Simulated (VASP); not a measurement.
Wanted: the native input for a VASP 6.6.1 run.

```yaml
Task: single point
Functional: PBE
Potentials_or_basis: VASP PAW PBE potentials, release 64 (Sb, S)
Cutoff: 520 eV
k_mesh: 6 × 6 × 6
Occupations: gaussian, width 0.1 eV
Spin: no spin polarisation
Dipole_correction: no
Further_INCAR_settings: LREAL = Auto; ALGO = Normal; EDIFF = 1e-07; NBANDS = 55
```

The structure of Sb7S lies in POSCAR:

```
Sb7S
1.0
    4.3481409882      2.5104003700      7.4395746404
   -4.3481409882      2.5104003700      7.4395746404
    0.0000000000     -5.0208007400      7.4395746404
Sb S
14 2
Direct
    0.6219561457      0.1152719284      0.1152719284
    0.3794454816      0.8841453420      0.3794454816
    0.1152719284      0.1152719284      0.6219561457
    0.6165650569      0.6165650569      0.6165650569
    0.8841453420      0.3794454816      0.3794454816
    0.1152719284      0.6219561457      0.1152719284
    0.3794454816      0.3794454816      0.8841453420
    0.1158546580      0.6205545184      0.6205545184
    0.8847280716      0.8847280716      0.3780438543
    0.3834349431      0.3834349431      0.3834349431
    0.6205545184      0.1158546580      0.6205545184
    0.8847280716      0.3780438543      0.8847280716
    0.6205545184      0.6205545184      0.1158546580
    0.3780438543      0.8847280716      0.8847280716
    0.9019016094      0.9019016094      0.9019016094
    0.0980983906      0.0980983906      0.0980983906
```

One way to write it, as run:

INCAR

```
SYSTEM = Sb7S
PREC     = Accurate       ! precision mode
ENCUT    = 520            ! plane-wave cutoff, eV
EDIFF    = 1E-7           ! SCF threshold, eV
ISMEAR   = 0              ! smearing method
SIGMA    = 0.1            ! smearing width, eV
LREAL    = Auto         
LASPH    = .TRUE.         ! aspherical terms in the spheres
NELM     = 100            ! most SCF steps
ALGO     = Normal         ! electronic algorithm
ISIF     = 2              ! what is computed and relaxed
LWAVE    = .FALSE.        ! write WAVECAR
LCHARG   = .TRUE.         ! write CHGCAR
GGA      = PE             ! functional
LELF     = .TRUE.         ! ELF
LVHAR    = .TRUE.       
NBANDS   = 55             ! bands
```

KPOINTS

```
Automatic mesh
0
G
  6 6 6
  0 0 0
```

Potentials or basis: VASP PAW PBE potentials, release 64 (Sb, S).

The run is started by

```console
$ cat potpaw_PBE.64/Sb/POTCAR potpaw_PBE.64/S/POTCAR > POTCAR
$ mpirun -np 1 vasp_std > vasp.out
```

It gave:

```yaml
Pressure: 0.0 GPa
Largest_force: 0.033 eV/Å
Band_gap_on_the_k_mesh: zero (band 41 reaches 7.14 eV, above the bottom of band 42 at 6.29 eV)
```

Caveat: spin-orbit coupling is left out, which moves the levels of the heavy elements.

It took 34 min on 1 thread of AMD EPYC 9R45 (Zen 5), on a shared host, peak memory 0.94 GiB.
